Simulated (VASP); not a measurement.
Input of a VASP 6.6.1 run:

The input INCAR:

```
PREC     = Accurate       # precision mode
ENCUT    = 520            # plane-wave cutoff, eV
EDIFF    = 1E-6           # SCF threshold, eV
ISMEAR   = 0              # smearing method
SIGMA    = 0.2            # smearing width, eV
LREAL    = False          # projectors in reciprocal space
LASPH    = True           # aspherical terms in the spheres
NELM     = 100            # most SCF steps
ALGO     = Normal         # electronic algorithm
ISIF     = 2              # what is computed and relaxed
LWAVE    = False          # write WAVECAR
LCHARG   = False          # write CHGCAR
GGA      = PE             # functional
NBANDS   = 34             # bands
```

Contents of KPOINTS:

```
regular mesh
0
Gamma
  4 4 2
```

The input POSCAR:

```
Ga2As5
1.0
    2.5761216140     -3.9681985748      0.0000000000
    2.5761216140      3.9681985748      0.0000000000
    0.0000000000      0.0000000000      7.3905830168
Ga As
2 5
Direct
    0.0000000000      0.0000000000      0.3033141042
    0.0000000000      0.0000000000      0.6966858958
    0.5000000000      0.5000000000      0.0000000000
    0.3264903477      0.6735096523      0.5000000000
    0.6735096523      0.3264903477      0.5000000000
    0.8185401767      0.1814598233      0.0000000000
    0.1814598233      0.8185401767      0.0000000000
```

Potentials or basis: VASP PAW PBE potentials, release 64 (Ga_d, As).

Command:

```sh
$ cat potpaw_PBE.64/Ga_d/POTCAR potpaw_PBE.64/As/POTCAR > POTCAR
$ mpirun -np 1 vasp_std > vasp.out
```

(1) Estimate the band gap on the k mesh.

(2) Predict the pressure.

(3) Estimate the largest force.

Answers

(1) zero (an odd number of electrons rules out a gap without spin polarisation).

(2) 0.1 GPa.

(3) 0.012 eV/Å.

Caveat: the k points lie up to 0.43 Å⁻¹ apart, too coarse for converged energies and pressures of a metal.
